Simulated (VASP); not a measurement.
Input of a VASP 6.6.1 run:

The input INCAR:

```
PREC = Accurate
ENCUT = 520
EDIFF = 1E-7
ISMEAR = -1
SIGMA = 0.08
LREAL = False
LASPH = True
NELM = 60
ALGO = Normal
ISIF = 2
LWAVE = False
LCHARG = False
GGA = PE
NBANDS = 20
```

KPOINTS

```
regular mesh
0
Gamma
  4 4 6
```

POSCAR

```
Cs
1.0
    8.5273560837      0.0000000000      0.0000000000
   -4.2636780418      7.3849069956      0.0000000000
    0.0000000000      0.0000000000      5.0715815515
Cs
3
Direct
    0.0000000000      0.0000000000      0.0000000000
    0.3333333333      0.6666666667      0.5000000000
    0.6666666667      0.3333333333      0.5000000000
```

Potentials or basis: VASP PAW PBE potentials, release 64 (Cs_sv).

Launch:

```bash
$ cat potpaw_PBE.64/Cs_sv/POTCAR > POTCAR
$ mpirun -np 1 vasp_std > vasp.out
```

(1) What does it give for the pressure?

(2) Predict the band gap on the k mesh.

Answers

(1) 0.2 GPa.

(2) zero (an odd number of electrons rules out a gap without spin polarisation).

Caveat: spin-orbit coupling is left out, which moves the levels of the heavy elements.
